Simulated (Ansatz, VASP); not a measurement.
## BiW3: VASP beside Ansatz

```
Bi W
1.0
     4.16458    0.00000    0.00000
     0.00000    4.16458    0.00000
     0.00000    0.00000    4.16458
Bi W
1 3
Direct
  0.00000 0.00000 0.00000
  0.00000 0.50000 0.50000
  0.50000 0.00000 0.50000
  0.50000 0.50000 0.00000
```

Alike in both runs: functional PBE; k mesh 4 × 4 × 4; occupations gaussian, width 0.1 eV; no spin polarisation.

Ansatz relaxed the structure, and its values are those at the end. VASP's run is a single point on that final structure, the one shown.

|  | VASP | Ansatz |
| --- | --- | --- |
| version | VASP 6.6.1 | Ansatz 0.2.0 |
| potentials or method | VASP PAW PBE potentials, release 64 (Bi_d, W_sv), cutoff 520 eV | scalar-relativistic, plane waves, PAW |
| valence electrons in the cell | 57 | 57 |

```csv
,VASP,Ansatz,Ansatz less VASP
gap on the k mesh at the Fermi level (eV),none,none,-
pressure (GPa),0.2,-0.1,-0.23
```

A gap of «none» marks a metal or a gap that the smearing closes.

The k mesh is coarse, so the values compare programs but aren't converged. Neither program's run includes spin-orbit coupling.
